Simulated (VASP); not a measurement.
# Cu (I4/mmm) in VASP: further runs, part 3 of 3

VASP 6.6.1. Earlier steps stand in the parts before.

## 5. Single point, PBEsol (13.12 Å³/atom)

This run uses another cell than the first one, of 13.12 Å³/atom.

Contents of INCAR:

```
PREC = Accurate
ENCUT = 820
EDIFF = 1E-6
ISMEAR = 0
SIGMA = 0.15
LREAL = False
LASPH = True
NELM = 120
ALGO = Normal
ISIF = 2
LWAVE = False
LCHARG = False
GGA = PS
NBANDS = 16
GGA_COMPAT = False
```

Contents of KPOINTS:

```
regular mesh
0
Gamma
  24 24 24
```

Contents of POSCAR:

```
Cu
1.0
    0.0000000000      1.8087951325      2.0050494044
    1.8087951325      0.0000000000      2.0050494044
    1.8087951325      1.8087951325      0.0000000000
Cu
1
Direct
    0.0000000000      0.0000000000      0.0000000000
```

Potentials or basis: VASP PAW PBE potentials, release 64 (Cu_sv_GW).

Launch:

```bash
$ cat potpaw_PBE.64/Cu_sv_GW/POTCAR > POTCAR
$ mpirun -np 1 vasp_std > vasp.out
```

OUTCAR:

```text
PREC = Accurate
   ENCUT = 820
   EDIFF = 1E-6
   ISMEAR = 0
   LREAL = False
   LASPH = True
   NELM = 120
   ISIF = 2
   GGA = PS

 ion  position               nearest neighbor table
   1  0.000  0.000  0.000-

  LATTYP: Found a body centered tetragonal cell.
 ALAT       =     2.5580226079
 C/A-ratio  =     1.5676557339

  Lattice vectors:

 A1 = (  -1.8087951325,   0.0000000000,   2.0050494044)
 A2 = (   1.8087951325,   0.0000000000,   2.0050494044)
[... 636 lines left out ...]
     16      32.1945      0.00000

 [... further k-points ...]

------------------------ aborting loop because EDIFF is reached ----------------------------------------

  FORCE on cell =-STRESS in cart. coord.  units (eV):
  Direction    XX          YY          ZZ          XY          YZ          ZX
  --------------------------------------------------------------------------------------
  -------------------------------------------------------------------------------------
  Total       -1.2434361     -1.2434361     -1.7279105      0.0000000      0.0000000      0.0000000
  in kB     -151.8448974   -151.8448974   -211.0075433      0.0000000      0.0000000      0.0000000
  external PRESSURE =    -171.5657794 kB  Pullay stress =       0.0000000 kB

 VOLUME and BASIS-vectors are now :
 -----------------------------------------------------------------------------
  energy-cutoff  :      820.00
  volume of cell :       13.12
      direct lattice vectors                 reciprocal lattice vectors
     0.000000000  1.808795133  2.005049404    -0.276427104  0.276427104  0.249370414
     1.808795133  0.000000000  2.005049404     0.276427104 -0.276427104  0.249370414
     1.808795133  1.808795133  0.000000000     0.276427104  0.276427104 -0.249370414

 POSITION                                       TOTAL-FORCE (eV/Angst)
 -----------------------------------------------------------------------------------
      0.00000      0.00000      0.00000         0.000000      0.000000      0.000000
 -----------------------------------------------------------------------------------
    total drift:                               -0.000000      0.000000     -0.000000

  FREE ENERGIE OF THE ION-ELECTRON SYSTEM (eV)
  ---------------------------------------------------
  free  energy   TOTEN  =        -4.2620587535 eV

  energy  without entropy=       -4.2581952944  energy(sigma->0) =       -4.26012702
```

OSZICAR:

```text
N       E                     dE             d eps       ncg     rms          rms(c)
DAV:   1     0.253197212832E+03    0.25320E+03   -0.14967E+04 44312   0.476E+03
DAV:   2     0.602121123742E+01   -0.24718E+03   -0.23493E+03 51264   0.973E+02
DAV:   3    -0.506916017132E+01   -0.11090E+02   -0.11064E+02 47224   0.198E+02
DAV:   4    -0.523687673795E+01   -0.16772E+00   -0.16770E+00 46376   0.170E+01
DAV:   5    -0.524839545360E+01   -0.11519E-01   -0.11519E-01 50912   0.507E+00    0.855E+00
DAV:   6    -0.510189816998E+01    0.14650E+00   -0.75679E+00 49136   0.217E+02    0.673E+00
DAV:   7    -0.427380688806E+01    0.82809E+00   -0.25953E+00 38912   0.121E+02    0.138E+00
DAV:   8    -0.426311756405E+01    0.10689E-01   -0.42669E-02 52352   0.539E+00    0.371E-01
DAV:   9    -0.426219742504E+01    0.92014E-03   -0.40231E-03 54344   0.455E+00    0.104E-01
DAV:  10    -0.426205883829E+01    0.13859E-03   -0.25326E-04 54832   0.114E+00    0.586E-03
DAV:  11    -0.426205875348E+01    0.84801E-07   -0.27279E-06 42296   0.377E-02
   1 F= -.42620588E+01 E0= -.42601270E+01  d E =-.386346E-02
```

stdout:

```text
POSCAR found type information on POSCAR Cu
 POSCAR found :  1 types and       1 ions
 scaLAPACK will be used
 -----------------------------------------------------------------------------
|                                                                             |
|                                                                             |
|     You enforced a specific xc type in the INCAR file but a different       |
|     I HOPE YOU KNOW WHAT YOU ARE DOING!                                     |
|                                                                             |
 -----------------------------------------------------------------------------

 LDA part: xc-table for (Slater+PW92), standard interpolation
 POSCAR, INCAR and KPOINTS ok, starting setup
 FFT: planning ... GRIDC
 FFT: planning ... GRID_SOFT
 FFT: planning ... GRID
 WAVECAR not read
 entering main loop
```

Wall time 5.5 min (1 thread of AMD EPYC 7R13 (Zen 3), shared host); peak memory 0.57 GiB.

Results:

```
Free energy            : -4.2621 eV
Pressure               : -17.2 GPa
Band gap on the k mesh : zero (an odd number of electrons rules out a gap without spin polarisation)
```

Levels at points of the mesh, in eV from the Fermi level:
| k point | band 8 | band 9 | band 10 | band 11 | band 12 | band 13 |
| --- | --- | --- | --- | --- | --- | --- |
| (0.00, 0.00, 0.00) | -2.54 | -2.25 | -1.79 | 21.90 | 23.62 | 23.64 |
| (0.50, 0.00, 0.00) | -1.58 | -1.44 | -0.76 | 3.27 | 17.61 | 21.72 |
| (0.50, 0.50, 0.00) | -1.41 | -1.41 | 0.28 | 4.74 | 13.77 | 13.77 |
| (0.50, 0.00, 0.50) | -1.54 | -1.22 | 2.18 | 7.25 | 11.38 | 11.74 |

Caveat: the stress differs along the axes, from -21 to -15 GPa; the PAW data sets were made with another functional, which shifts forces and pressure a little.

## 6. The runs side by side

| potentials or basis | cell | cutoff (eV) | gap on the mesh (eV) | pressure (GPa) |
| --- | --- | --- | --- | --- |
| VASP PAW PBE potentials, release 64 (Cu) | a = 2.637, b = 2.637, c = 2.498 Å, angles 61.7, 61.7, 56.5°, 1 atom | 520 | none | -9.5 |
| VASP PAW PBE potentials, release 64 (Cu) | a = 2.524, b = 2.524, c = 2.769 Å, angles 56.7, 56.7, 66.5°, 1 atom | 520 | none | -9.4 |
| VASP PAW PBE potentials, release 64 (Cu) | a = 2.589, b = 2.589, c = 3.143 Å, angles 52.6, 52.6, 74.7°, 1 atom | 520 | none | -14.8 |
| VASP PAW PBE potentials, release 64 (Cu_sv_GW) | a = 2.700, b = 2.700, c = 2.558 Å, angles 61.7, 61.7, 56.5°, 1 atom | 820 | none | -17.2 |

Alike in all rows: task single point; level PBEsol; no spin polarisation; k mesh 24 × 24 × 24; smearing gaussian 0.15 eV.

Caveats: the PAW data sets were made with another functional, which shifts forces and pressure a little; the cell stands under tension (at least some runs); the stress differs along the axes, from -14 to -7 GPa (at least some runs); the stress differs along the axes, from -21 to -15 GPa (at least some runs).

Absolute energies hang on the potentials; compare differences alone.
